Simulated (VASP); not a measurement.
# Ga (Fm-3m) in VASP: notebook

Runs on Ga. Level: LDA. Tasks: single point.

Everything below comes from runs of VASP 6.6.1. Logs are shortened: lines on timing, memory, paths and dates and some standing lists are left out, and cuts for length are marked.

## 1. The cell of the first run

It takes space group Fm-3m (No. 225, cubic). The conventional cell has a = 4.096 Å, b = 4.096 Å, c = 4.096 Å, α = 90.00°, β = 90.00°, γ = 90.00°. Within 3.8 Å of Ga (site symmetry m-3m) lie 12 Ga at 2.90 Å.

## 2. Single point, LDA

INCAR

```
PREC     = Accurate       # precision mode
ENCUT    = 520            # plane-wave cutoff, eV
EDIFF    = 1E-6           # SCF threshold, eV
ISMEAR   = -1             # smearing method
SIGMA    = 0.1            # smearing width, eV
LREAL    = False          # projectors in reciprocal space
LASPH    = True           # aspherical terms in the spheres
NELM     = 100            # most SCF steps
ALGO     = Normal         # electronic algorithm
ISIF     = 2              # what is computed and relaxed
LWAVE    = False          # write WAVECAR
LCHARG   = True           # write CHGCAR
LELF     = True           # ELF
LVHAR    = True         
NBANDS   = 12             # bands
```

KPOINTS

```
Automatic mesh
0
Gamma
  13 13 13
```

POSCAR

```
Ga
1.0
    0.0000000000      2.0482379200      2.0482379200
    2.0482379200      0.0000000000      2.0482379200
    2.0482379200      2.0482379200      0.0000000000
Ga
1
Direct
    0.0000000000      0.0000000000      0.0000000000
```

Potentials or basis: VASP PAW LDA potentials, release 64 (Ga_d).

Run with:

```
$ cat potpaw_LDA.64/Ga_d/POTCAR > POTCAR
$ mpirun -np 1 vasp_std > vasp.out
```

OUTCAR:

```text
PREC = Accurate
   ENCUT = 520
   EDIFF = 1E-6
   ISMEAR = -1
   LREAL = False
   LASPH = True
   NELM = 100
   ISIF = 2

 ion  position               nearest neighbor table
   1  0.000  0.000  0.000-

  LATTYP: Found a face centered cubic cell.
 ALAT       =     4.0964758400

  Lattice vectors:

 A1 = (   0.0000000000,   2.0482379200,   2.0482379200)
 A2 = (   2.0482379200,   0.0000000000,   2.0482379200)
 A3 = (   2.0482379200,   2.0482379200,   0.0000000000)

Analysis of symmetry for initial positions (statically):
=====================================================================
 Subroutine PRICEL returns:
 Original cell was already a primitive cell.

 Routine SETGRP: Setting up the symmetry group for a
 face centered cubic supercell.

 Subroutine GETGRP returns: Found 48 space group operations
 (whereof 48 operations were pure point group operations)
 out of a pool of 48 trial point group operations.

The static configuration has the point symmetry O_h .

Analysis of symmetry for dynamics (positions and initial velocities):
=====================================================================
 Subroutine PRICEL returns:
 Original cell was already a primitive cell.

 Routine SETGRP: Setting up the symmetry group for a
 face centered cubic supercell.

 Subroutine GETGRP returns: Found 48 space group operations
 (whereof 48 operations were pure point group operations)
 out of a pool of 48 trial point group operations.

The dynamic configuration has the point symmetry O_h .

 Subroutine INISYM returns: Found 48 space group operations
 (whereof 48 operations are pure point group operations),
 and found     1 'primitive' translations

----------------------------------------------------------------------------------------

                                     Primitive cell

  volume of cell :      17.1859

  direct lattice vectors                    reciprocal lattice vectors
     0.000000000  2.048237920  2.048237920    -0.244112266  0.244112266  0.244112266
     2.048237920  0.000000000  2.048237920     0.244112266 -0.244112266  0.244112266
     2.048237920  2.048237920  0.000000000     0.244112266  0.244112266 -0.244112266

  length of vectors
     2.896645845  2.896645845  2.896645845     0.422814847  0.422814847  0.422814847

  position of ions in fractional coordinates (direct lattice)
     0.000000000  0.000000000  0.000000000

  ion indices of the primitive-cell ions
   primitive index   ion index
                 1           1

----------------------------------------------------------------------------------------

 KPOINTS: Automatic mesh

Automatic generation of k-mesh.
 Grid dimensions read from file:
 generate k-points for:   13   13   13

 Generating k-lattice:

  Cartesian coordinates                     Fractional coordinates (reciprocal lattice)
    -0.018777867  0.018777867  0.018777867     0.076923077  0.000000000  0.000000000
     0.018777867 -0.018777867  0.018777867     0.000000000  0.076923077  0.000000000
     0.018777867  0.018777867 -0.018777867     0.000000000  0.000000000  0.076923077

  Length of vectors
     0.032524219  0.032524219  0.032524219

  Shift w.r.t. Gamma in fractional coordinates (k-lattice)
     0.000000000  0.000000000  0.000000000

 Subroutine IBZKPT returns following result:
 ===========================================

 Found     84 irreducible k-points:

 Following reciprocal coordinates:
            Coordinates               Weight
  0.000000  0.000000  0.000000      1.000000
  0.076923  0.000000  0.000000      8.000000
  0.153846  0.000000  0.000000      8.000000
  0.230769  0.000000  0.000000      8.000000
  0.307692  0.000000  0.000000      8.000000
  0.384615  0.000000  0.000000      8.000000
[... 16 lines left out ...]
  0.384615  0.153846  0.000000     24.000000
  0.461538  0.153846  0.000000     24.000000
 [... further k-points ...]
   k-points           NKPTS =     84   k-points in BZ     NKDIM =     84   number of bands    NBANDS=     12
   number of dos      NEDOS =    301   number of ions     NIONS =      1
   total plane-waves  NPLWV =  13824
   dimension x,y,z NGX =    24 NGY =   24 NGZ =   24
   dimension x,y,z NGXF=    48 NGYF=   48 NGZF=   48
   ions per type =               1
   NGX,Y,Z   is equivalent  to a cutoff of  13.77, 13.77, 13.77 a.u.
   NGXF,Y,Z  is equivalent  to a cutoff of  27.55, 27.55, 27.55 a.u.
 SYSTEM =  unknown system
   PREC   = accura    normal or accurate (medium, high low for compatibility)
   ISTART =      0    job   : 0-new  1-cont  2-samecut
   ICHARG =      2    charge: 1-file 2-atom 10-const
   ISPIN  =      1    spin polarized calculation?
   LNONCOLLINEAR =      F non collinear calculations
   LSORBIT =      F    spin-orbit coupling
   LASPH  =      T    aspherical Exc in radial PAW
   ENCUT  =  520.0 eV  38.22 Ry    6.18 a.u.   5.39  5.39  5.39*2*pi/ulx,y,z
   NELM   =    100;   NELMIN=  2; NELMDL= -5     # of ELM steps
   EDIFF  = 0.1E-05   stopping-criterion for ELM
   LREAL  =      F    real-space projection
   EDIFFG = 0.1E-04   stopping-criterion for IOM
   NSW    =      0    number of steps for IOM
   IBRION =     -1    ionic relax: 0-MD 1-quasi-New 2-CG
   NFREE  =      0    steps in history (QN), initial steepest desc. (CG)
   ISIF   =      2    stress and relaxation
   ISYM   =      2    0-nonsym 1-usesym 2-fastsym
   POTIM  = 0.5000    time-step for ionic-motion
   TEBEG  =    0.0;   TEEND  =   0.0 temperature during run
   PSTRESS=    0.0 pullay stress
   NELECT =      13.0000    total number of electrons
   NUPDOWN=      -1.0000    fix difference up-down
   EMIN   =  10.00;   EMAX   =-10.00  energy-range for DOS
   EFERMI =   0.00;   METHOD = LEGACY
   ISMEAR =    -1;   SIGMA  =   0.10  broadening in eV -4-tet -1-fermi 0-gaus
   EFERMI_NEDOS =   21; number of points for ismear=-14 and -15
   IALGO  =     38    algorithm
   IMIX   =      4    mixing-type and parameters
     AMIX     =   0.40;   BMIX     =  1.00
     AMIX_MAG =   1.60;   BMIX_MAG =  1.00
  volume/ion in A,a.u.               =      17.19       115.98
  Fermi-wavevector in a.u.,A,eV,Ry     =   1.491645  2.818801 30.273038  2.225006
  Thomas-Fermi vector in A             =   2.604274
   LORBIT       =      0    0 simple, 1 ext, 2 COOP (PROOUT), +10 PAW based schemes
   GGA     = CA    functional components
   LHFCALC =     F    Hartree Fock is set to
   AEXX    =    0.0000 exact exchange contribution
   IVDW    =     0    specifies the selected vdW correction
   LEPSILON=     F    determine dielectric tensor
   LRPA    =     F    only Hartree local field effects (RPA)
 non-spin polarized calculation
  energy-cutoff  :      520.00
  volume of cell :       17.19
 maximum number of plane-waves:       483
 NGX is ok and might be reduce to    24
   NGX = 11   NGY = 11   NGZ = 11

 number of electron      13.0000001 magnetization

 Free energy of the ion-electron system (eV)
  ---------------------------------------------------
  ext. energy  EPLUGINS =         0.00000000
  ---------------------------------------------------
  free energy    TOTEN  =        -3.56375562 eV

  energy without entropy =       -3.55118863  energy(sigma->0) =       -3.55747212

 E-fermi :   6.2486     XC(G=0): -11.8123

 val. band max:        6.1461453047   @ k =  -0.3846   0.3846   0.0000
 cond. band min:       6.2938781974   @ k =   0.4615   0.2308   0.0000
 fundamental gap:      0.1477328927
 Fermi energy:         6.2485646603

 k-point     1 :       0.0000    0.0000    0.0000
  band No.  band energies     occupation
      1      -8.8651      2.00000
      2      -8.8651      2.00000
      3      -8.8651      2.00000
      4      -8.7121      2.00000
      5      -8.7121      2.00000
      6      -5.5768      2.00000
      7      19.3334      0.00000
      8      19.3334      0.00000
      9      19.3334      0.00000
     10      22.7117      0.00000
     11      23.1987      0.00000
     12      23.1987      0.00000

 k-point     2 :       0.0769    0.0000    0.0000
  band No.  band energies     occupation
      1      -8.8682      2.00000
      2      -8.8563      2.00000
      3      -8.8563      2.00000
      4      -8.7135      2.00000
      5      -8.7135      2.00000
      6      -5.4142      2.00000
      7      17.3742      0.00000
      8      18.9814      0.00000
      9      18.9814      0.00000
     10      21.7569      0.00000
     11      23.7814      0.00000
     12      23.7814      0.00000

 k-point     3 :       0.1538    0.0000    0.0000
  band No.  band energies     occupation
      1      -8.8798      2.00000
      2      -8.8374      2.00000
      3      -8.8374      2.00000
      4      -8.7117      2.00000
      5      -8.7117      2.00000
      6      -4.9220      2.00000
      7      14.0928      0.00000
      8      18.3043      0.00000
      9      18.3043      0.00000
     10      21.4303      0.00000
     11      24.8749      0.00000
     12      24.8749      0.00000
[... 286 lines left out ...]
 k-point    23 :       0.3846    0.1538    0.0000
  band No.  band energies     occupation
      1      -8.9437      2.00000
      2      -8.8424      2.00000
      3      -8.7816      2.00000
      4      -8.7093      2.00000
      5      -8.5993      2.00000
      6      -1.8773      2.00000
      7       7.4094      0.00002
      8      14.4535      0.00000
      9      14.5006      0.00000
     10      17.8945      0.00000
     11      23.8542      0.00000
     12      26.2583      0.00000

 k-point    24 :       0.4615    0.1538    0.0000
  band No.  band energies     occupation
      1      -8.9465      2.00000
      2      -8.8572      2.00000
      3      -8.7949      2.00000
      4      -8.6786      2.00000
      5      -8.5800      2.00000
      6      -0.2778      2.00000
      7       4.7862      2.00000
      8      13.4685      0.00000
      9      14.5610      0.00000
     10      17.8664      0.00000
     11      25.1350      0.00000
     12      25.3918      0.00000

 [... further k-points ...]

------------------------ aborting loop because EDIFF is reached ----------------------------------------

  FORCE on cell =-STRESS in cart. coord.  units (eV):
  Direction    XX          YY          ZZ          XY          YZ          ZX
  --------------------------------------------------------------------------------------
  -------------------------------------------------------------------------------------
  Total       -0.0036959     -0.0036959     -0.0036959      0.0000000     -0.0000000     -0.0000000
  in kB       -0.3445517     -0.3445517     -0.3445517      0.0000000     -0.0000000     -0.0000000
  external PRESSURE =      -0.3445517 kB  Pullay stress =       0.0000000 kB

 VOLUME and BASIS-vectors are now :
 -----------------------------------------------------------------------------
  energy-cutoff  :      520.00
  volume of cell :       17.19
      direct lattice vectors                 reciprocal lattice vectors
     0.000000000  2.048237920  2.048237920    -0.244112266  0.244112266  0.244112266
     2.048237920  0.000000000  2.048237920     0.244112266 -0.244112266  0.244112266
     2.048237920  2.048237920  0.000000000     0.244112266  0.244112266 -0.244112266

 POSITION                                       TOTAL-FORCE (eV/Angst)
 -----------------------------------------------------------------------------------
      0.00000      0.00000      0.00000         0.000000     -0.000000      0.000000
 -----------------------------------------------------------------------------------
    total drift:                                0.000000      0.000000     -0.000000

  FREE ENERGIE OF THE ION-ELECTRON SYSTEM (eV)
  ---------------------------------------------------
  free  energy   TOTEN  =        -3.5637556161 eV

  energy  without entropy=       -3.5511886313  energy(sigma->0) =       -3.55747212
```

Run time: 5.8 s. Hardware: 1 thread of Intel Xeon 6975P-C (Granite Rapids), shared host; peak memory 0.13 GiB.

What came out:

```yaml
Free_energy: -3.5638 eV
Pressure: 0.0 GPa
```

## 3. Single point, LDA (volume scaled by 0.88)

INCAR

```
SYSTEM = Ga
ALGO = Normal
EDIFF = 1E-7
ENCUT = 520
ISIF = 2
ISMEAR = -1
LASPH = .True.
LCHARG = .False.
LREAL = .False.
LWAVE = .False.
NBANDS = 12
NELM = 80
PREC = Accurate
SIGMA = 0.1
```

KPOINTS

```
k-points
0
Gamma
  15 15 15
  0 0 0
```

POSCAR

```
Ga
1.0
    0.0000000000      1.9627935684      1.9627935684
    1.9627935684      0.0000000000      1.9627935684
    1.9627935684      1.9627935684      0.0000000000
Ga
1
Direct
    0.0000000000      0.0000000000      0.0000000000
```

Potentials or basis: VASP PAW LDA potentials, release 64 (Ga_d).

Run with:

```
$ cat potpaw_LDA.64/Ga_d/POTCAR > POTCAR
$ mpirun -np 1 vasp_std > vasp.out
```

It took 6.5 s on 1 thread of Intel Xeon 6975P-C (Granite Rapids), shared host; peak memory 0.14 GiB.

It converged, with:

```yaml
Free_energy: -3.5082 eV
Pressure: 11.1 GPa
```

Levels at points of the mesh, in eV from the Fermi level:
```csv
k point,band 2,band 3,band 4,band 5,band 6,band 7,band 8,band 9,band 10,band 11
"(0.00, 0.00, 0.00)",-15.44,-15.44,-15.23,-15.23,-13.09,14.52,14.52,14.52,17.03,18.10
```
